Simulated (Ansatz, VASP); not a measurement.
MoS2 in VASP and in Ansatz

Contents of INCAR:

```
SYSTEM = MoS2
ALGO = Normal
EDIFF = 1E-6
ENCUT = 520
GGA = PE
ISIF = 2
ISMEAR = 0
IVDW = 12
LASPH = .True.
LCHARG = .True.
LELF = .True.
LREAL = .False.
LVHAR = .True.
LWAVE = .False.
NBANDS = 49
NELM = 100
PREC = Accurate
SIGMA = 0.15
```

File KPOINTS:

```
k-points
0
Gamma
  14 14 3
  0 0 0
```

The input POSCAR:

```
MoS2
1.0
   -3.1342106946      0.0000000000      0.0000000000
   -1.5671053473     -2.7143060823      0.0000000000
    0.0000000000      0.0000000000     17.8635570258
Mo S
3 6
Direct
    0.6666666667      0.6666666667      0.3333333333
    1.0000000000      0.0000000000      0.0000000000
    0.3333333333      0.3333333333      0.6666666667
    0.6666666667      0.6666666667      0.0897089552
    0.0000000000      1.0000000000      0.7563756219
    0.3333333333      0.3333333333      0.4230422885
    0.6666666667      0.6666666667      0.5769577115
    1.0000000000      0.0000000000      0.2436243781
    0.3333333333      0.3333333333      0.9102910448
```

Input for Ansatz:

```yaml
crystal:
  lattice:
    - [-3.1342106946, 0.0, 0.0]
    - [-1.5671053473, -2.7143060823, 0.0]
    - [0.0, 0.0, 17.8635570258]
  atoms:
    - { symbol: Mo, position: [0.6666666667, 0.6666666667, 0.3333333333] }
    - { symbol: Mo, position: [1.0, 0.0, 0.0] }
    - { symbol: Mo, position: [0.3333333333, 0.3333333333, 0.6666666667] }
    - { symbol: S, position: [0.6666666667, 0.6666666667, 0.0897089552] }
    - { symbol: S, position: [0.0, 1.0, 0.7563756219] }
    - { symbol: S, position: [0.3333333333, 0.3333333333, 0.4230422885] }
    - { symbol: S, position: [0.6666666667, 0.6666666667, 0.5769577115] }
    - { symbol: S, position: [1.0, 0.0, 0.2436243781] }
    - { symbol: S, position: [0.3333333333, 0.3333333333, 0.9102910448] }
basis:
  ecutwfc: 420
kpoints:
  mp_grid: { grid: [14, 14, 3] }
hamiltonian:
  xc: pbe
  dispersion: d3bj
scf:
  occupations: { method: gaussian, width: 0.15 }
output:
  forces: true
  stress: true
  eigenvalues: true
  write_density: true
  write_potential: true
  elf: true
  volumetric_format: npy
```

Alike in both runs: task single point; functional PBE; dispersion D3(BJ); k mesh 14 × 14 × 3; occupations gaussian, width 0.15 eV; no spin polarisation.

|  | VASP | Ansatz |
| --- | --- | --- |
| version | VASP 6.6.1 | Ansatz 0.2.0 |
| potentials or method | VASP PAW PBE potentials, release 64 (Mo_sv, S), cutoff 520 eV | scalar-relativistic, plane waves, PAW |
| valence electrons in the cell | 78 | 78 |

|  | VASP | Ansatz | Ansatz less VASP |
| --- | --- | --- | --- |
| gap on the k mesh at the Fermi level (eV) | none | none | - |
| pressure (GPa) | -0.1 | 0.0 | +0.11 |
| rms of the force components (eV/Å) | 0.009 | 0.004 | -0.0054 |

Atom by atom the forces differ by 0.005 eV/Å (rms over components). A gap of «none» marks a metal or a gap that the smearing closes.
